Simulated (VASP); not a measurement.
# AlPt (P2_13) in VASP: further runs, part 2 of 2

VASP 6.6.1. Earlier steps stand in the parts before.

## Step 3: Single point, PBEsol

This run uses another cell than the first one, of 14.52 Å³/atom.

INCAR reads:

```
PREC = Accurate
ENCUT = 520
EDIFF = 1E-6
ISMEAR = 1
SIGMA = 0.15
LREAL = F
LASPH = T
NELM = 100
ALGO = Normal
ISIF = 2
LWAVE = F
LCHARG = F
GGA = PS
NBANDS = 36
```

KPOINTS reads:

```
regular mesh
0
Gamma
  6 6 6
```

POSCAR reads:

```
AlPt
1.0
    4.8789320000      0.0000000000      0.0000000000
    0.0000000000      4.8789320000      0.0000000000
    0.0000000000      0.0000000000      4.8789320000
Al Pt
4 4
Direct
    0.8440320000      0.8440320000      0.8440320000
    0.6559680000      0.1559680000      0.3440320000
    0.3440320000      0.6559680000      0.1559680000
    0.1559680000      0.3440320000      0.6559680000
    0.1550630000      0.1550630000      0.1550630000
    0.3449370000      0.8449370000      0.6550630000
    0.6550630000      0.3449370000      0.8449370000
    0.8449370000      0.6550630000      0.3449370000
```

Potentials or basis: VASP PAW PBE potentials, release 64 (Al, Pt).

Launch:

```bash
$ cat potpaw_PBE.64/Al/POTCAR potpaw_PBE.64/Pt/POTCAR > POTCAR
$ mpirun -np 1 vasp_std > vasp.out
```

OUTCAR:

```text
PREC = Accurate
   ENCUT = 520
   EDIFF = 1E-6
   ISMEAR = 1
   LREAL = F
   LASPH = T
   NELM = 100
   ISIF = 2
   GGA = PS

 ion  position               nearest neighbor table
   1  0.844  0.844  0.844-   6 2.60   7 2.60   8 2.60   6 2.61   7 2.61   8 2.61   5 2.63   2 3.02
                             3 3.02   2 3.02   3 3.02   4 3.02   4 3.02
   2  0.656  0.156  0.344-   5 2.60   7 2.60   8 2.60   7 2.61   8 2.61   5 2.61   6 2.63   1 3.02
                             1 3.02   4 3.02   4 3.02   3 3.02   3 3.02
   3  0.344  0.656  0.156-   5 2.60   6 2.60   8 2.60   8 2.61   6 2.61   5 2.61   7 2.63   4 3.02
                             1 3.02   4 3.02   1 3.02   2 3.02   2 3.02
   4  0.156  0.344  0.656-   5 2.60   6 2.60   7 2.60   6 2.61   5 2.61   7 2.61   8 2.63   3 3.02
                             2 3.02   2 3.02   3 3.02   1 3.02   1 3.02
   5  0.155  0.155  0.155-   2 2.60   3 2.60   4 2.60   2 2.61   3 2.61   4 2.61   1 2.63   6 3.02
                             7 3.02   8 3.02   6 3.02   8 3.02   7 3.02
   6  0.345  0.845  0.655-   1 2.60   3 2.60   4 2.60   3 2.61   4 2.61   1 2.61   2 2.63   8 3.02
                             5 3.02   5 3.02   7 3.02   7 3.02   8 3.02
   7  0.655  0.345  0.845-   1 2.60   2 2.60   4 2.60   4 2.61   2 2.61   1 2.61   3 2.63   8 3.02
                             5 3.02   8 3.02   6 3.02   6 3.02   5 3.02
   8  0.845  0.655  0.345-   1 2.60   2 2.60   3 2.60   2 2.61   1 2.61   3 2.61   4 2.63   7 3.02
                             5 3.02   7 3.02   5 3.02   6 3.02   6 3.02

  LATTYP: Found a simple cubic cell.
 ALAT       =     4.8789320000

  Lattice vectors:

 A1 = (   4.8789320000,   0.0000000000,   0.0000000000)
 A2 = (   0.0000000000,   4.8789320000,   0.0000000000)
 A3 = (   0.0000000000,   0.0000000000,   4.8789320000)

Analysis of symmetry for initial positions (statically):
=====================================================================
 Subroutine PRICEL returns:
 Original cell was already a primitive cell.

 Routine SETGRP: Setting up the symmetry group for a
 simple cubic supercell.

 Subroutine GETGRP returns: Found 12 space group operations
 (whereof  3 operations were pure point group operations)
 out of a pool of 48 trial point group operations.

The static configuration has the point symmetry C_3 .
[... 156 lines left out ...]
   LRPA    =     F    only Hartree local field effects (RPA)
 non-spin polarized calculation
 Methfessel and Paxton  Order N= 1 SIGMA  =   0.15
  energy-cutoff  :      520.00
  volume of cell :      116.14
 maximum number of plane-waves:      3178
   NGX = 19   NGY = 19   NGZ = 19

 number of electron      51.9999994 magnetization

 Free energy of the ion-electron system (eV)
  ---------------------------------------------------
  ext. energy  EPLUGINS =         0.00000000
  ---------------------------------------------------
  free energy    TOTEN  =       -52.65179240 eV

  energy without entropy =      -52.64991338  energy(sigma->0) =      -52.65116606

 E-fermi :  10.4005     XC(G=0): -12.2701

 val. band max:       10.3674878329   @ k =  -0.3333   0.5000   0.0000
 cond. band min:      10.5960363035   @ k =   0.3333   0.3333   0.3333
 fundamental gap:      0.2285484705
 Fermi energy:        10.4005488230

 k-point     1 :       0.0000    0.0000    0.0000
  band No.  band energies     occupation
      1      -0.8345      2.00000
      2       3.4771      2.00000
      3       3.4771      2.00000
      4       3.4771      2.00000
      5       4.9420      2.00000
      6       4.9420      2.00000
[... 925 lines left out ...]
     35      17.5302      0.00000
     36      17.5302      0.00000

------------------------ aborting loop because EDIFF is reached ----------------------------------------

  FORCE on cell =-STRESS in cart. coord.  units (eV):
  Direction    XX          YY          ZZ          XY          YZ          ZX
  --------------------------------------------------------------------------------------
  -------------------------------------------------------------------------------------
  Total       -0.9747846     -0.9747846     -0.9747846      0.0000000     -0.0000000      0.0000000
  in kB      -13.4476056    -13.4476056    -13.4476056      0.0000000     -0.0000000      0.0000000
  external PRESSURE =     -13.4476056 kB  Pullay stress =       0.0000000 kB

 VOLUME and BASIS-vectors are now :
 -----------------------------------------------------------------------------
  energy-cutoff  :      520.00
  volume of cell :      116.14
      direct lattice vectors                 reciprocal lattice vectors
     4.878932000  0.000000000  0.000000000     0.204962889  0.000000000  0.000000000
     0.000000000  4.878932000  0.000000000     0.000000000  0.204962889  0.000000000
     0.000000000  0.000000000  4.878932000     0.000000000  0.000000000  0.204962889

 POSITION                                       TOTAL-FORCE (eV/Angst)
 -----------------------------------------------------------------------------------
      4.11797      4.11797      4.11797         0.000744      0.000744      0.000744
      3.20042      0.76096      1.67851        -0.000744     -0.000744      0.000744
      1.67851      3.20042      0.76096         0.000744     -0.000744     -0.000744
      0.76096      1.67851      3.20042        -0.000744      0.000744     -0.000744
      0.75654      0.75654      0.75654        -0.029085     -0.029085     -0.029085
      1.68292      4.12239      3.19601         0.029085      0.029085     -0.029085
      3.19601      1.68292      4.12239        -0.029085      0.029085      0.029085
      4.12239      3.19601      1.68292         0.029085     -0.029085      0.029085
 -----------------------------------------------------------------------------------
    total drift:                                0.000000      0.000000      0.000000

  FREE ENERGIE OF THE ION-ELECTRON SYSTEM (eV)
  ---------------------------------------------------
  free  energy   TOTEN  =       -52.6517924022 eV

  energy  without entropy=      -52.6499133826  energy(sigma->0) =      -52.65116606
```

stdout:

```text
POSCAR found type information on POSCAR AlPt
 POSCAR found :  2 types and       8 ions
 scaLAPACK will be used
 -----------------------------------------------------------------------------
|                                                                             |
|                                                                             |
|     You enforced a specific xc type in the INCAR file but a different       |
|     I HOPE YOU KNOW WHAT YOU ARE DOING!                                     |
|                                                                             |
 -----------------------------------------------------------------------------

 LDA part: xc-table for (Slater+PW92), standard interpolation
 POSCAR, INCAR and KPOINTS ok, starting setup
 FFT: planning ... GRIDC
 FFT: planning ... GRID_SOFT
 FFT: planning ... GRID
 WAVECAR not read
 entering main loop
```

Run time: 69 s. Hardware: 1 thread of Intel Xeon 8259CL, shared host; peak memory 0.25 GiB.

What came out:

| Item | Value |
| --- | --- |
| Free energy | -52.6518 eV |
| Pressure | -1.3 GPa |
| Largest force | 0.050 eV/Å |
| Band gap on the k mesh | zero (bands 26 and 27 overlap by 1.16 eV) |

Forces on the atoms (eV/Å):
```
Al   0.001  0.001  0.001
Al  -0.001 -0.001  0.001
Al   0.001 -0.001 -0.001
Al  -0.001  0.001 -0.001
Pt  -0.029 -0.029 -0.029
Pt   0.029  0.029 -0.029
Pt  -0.029  0.029  0.029
Pt   0.029 -0.029  0.029
```

Levels at points of the mesh, in eV from the Fermi level:
```
           k point  band 23  band 24  band 25  band 26  band 27  band 28  band 29  band 30
(0.00, 0.00, 0.00)    -1.76    -1.76    -0.24    -0.24    -0.24     4.16     4.16     4.16
(0.50, 0.00, 0.00)    -1.52    -1.52    -0.70    -0.70     1.20     1.20     2.69     2.69
(0.50, 0.50, 0.00)    -2.20    -2.20     0.34     0.34     1.28     1.28     2.76     2.76
(0.50, 0.50, 0.50)    -2.51    -2.51    -0.83    -0.83    -0.83    -0.83     6.50     6.50
```

Caveat: the PAW data sets were made with another functional, which shifts forces and pressure a little; spin-orbit coupling is left out, which moves the levels of the heavy elements.

The gap in the log of VASP goes by the Fermi energy; the results here count the filled bands.